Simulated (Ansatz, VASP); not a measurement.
Na in VASP and in Ansatz

File INCAR:

```
SYSTEM = Na
ALGO = Fast
EDIFF = 1E-6
ENCUT = 520
GGA = CA
ISIF = 2
ISMEAR = 0
LASPH = .TRUE.
LCHARG = .FALSE.
LREAL = .FALSE.
LWAVE = .FALSE.
NBANDS = 10
NELM = 60
PREC = Accurate
SIGMA = 0.15
```

The input KPOINTS:

```
k-points
0
G
  18 18 18
  0 0 0
```

POSCAR

```
Na
1.0
   -1.8525000000      1.8525000000      2.5420818476
    1.8525000000     -1.8525000000      2.5420818476
    1.8525000000      1.8525000000     -2.5420818476
Na
1
Direct
    0.0000000000      0.0000000000      0.0000000000
```

Input for Ansatz:

```yaml
crystal:
  lattice:
    - [-1.8525, 1.8525, 2.5420818476]
    - [1.8525, -1.8525, 2.5420818476]
    - [1.8525, 1.8525, -2.5420818476]
  atoms:
    - { symbol: Na, position: [0.0, 0.0, 0.0] }
basis:
  ecutwfc: 520.0
kpoints:
  mp_grid: { grid: [18, 18, 18] }
hamiltonian:
  xc: lda
  pseudopotentials: { kind: paw }
scf:
  occupations: { method: gaussian, width: 0.15 }
output:
  forces: true
  stress: true
  eigenvalues: true
```

Alike in both runs: task single point; functional LDA; k mesh 18 × 18 × 18; occupations gaussian, width 0.15 eV; no spin polarisation.

```csv
,VASP,Ansatz
version,VASP 6.6.1,Ansatz 0.2.0
potentials or method,"VASP PAW LDA potentials, release 64 (Na_pv), cutoff 520 eV","scalar-relativistic, plane waves, PAW"
valence electrons in the cell,7,9
```

VASP gave:

- gap on the k mesh at the Fermi level (eV): none
- pressure (GPa): -0.5

Question: What did Ansatz give for the same quantities?

Answer: gap on the k mesh at the Fermi level (eV): none; pressure (GPa): -0.4.

LDA's correlation is that of Perdew and Zunger in VASP and of Perdew and Wang (1992) in Ansatz. A gap of «none» marks a metal or a gap that the smearing closes. VASP's potentials hold 7 valence electrons a cell and Ansatz's 9, so a difference there can come from the potentials and not from the codes.
